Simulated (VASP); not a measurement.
BN:

```xyz
2
Lattice="-0.0107 1.7525 1.7525 1.7525 -0.0107 1.7525 1.7525 1.7525 -0.0107" Properties=species:S:1:pos:R:3 pbc="T T T"
B     0.0000    0.0000    0.0000
N     1.7472    1.7472    1.7472
```

This cell differs from its parent crystal: epitaxial 111 strain +1.0%.

Program: VASP 6.6.1. Alike in all runs: task single point; potentials or basis VASP PAW PBE potentials, release 64 (B, N); no spin polarisation; cell as given; cutoff (eV) 520.

**Question.** Order these runs on this cell by their pressure, lowest first.
A. level PBE; k mesh 12 × 12 × 12; smearing fermi-dirac 0.02 eV
B. level HSE06; k mesh 8 × 8 × 8; smearing gaussian 0.01 eV; grid for exact exchange (PRECFOCK) Normal; share of exact exchange 0.25; screening parameter 0.2079 1/Å
C. level r2SCAN; k mesh 12 × 12 × 12; smearing gaussian 0.01 eV

**Answer.** B (-16.0 GPa), C (-7.5 GPa), A (-4.0 GPa).

Caveats: the cell stands under tension; the PAW data sets were made with another functional, which shifts forces and pressure a little (at least some runs).
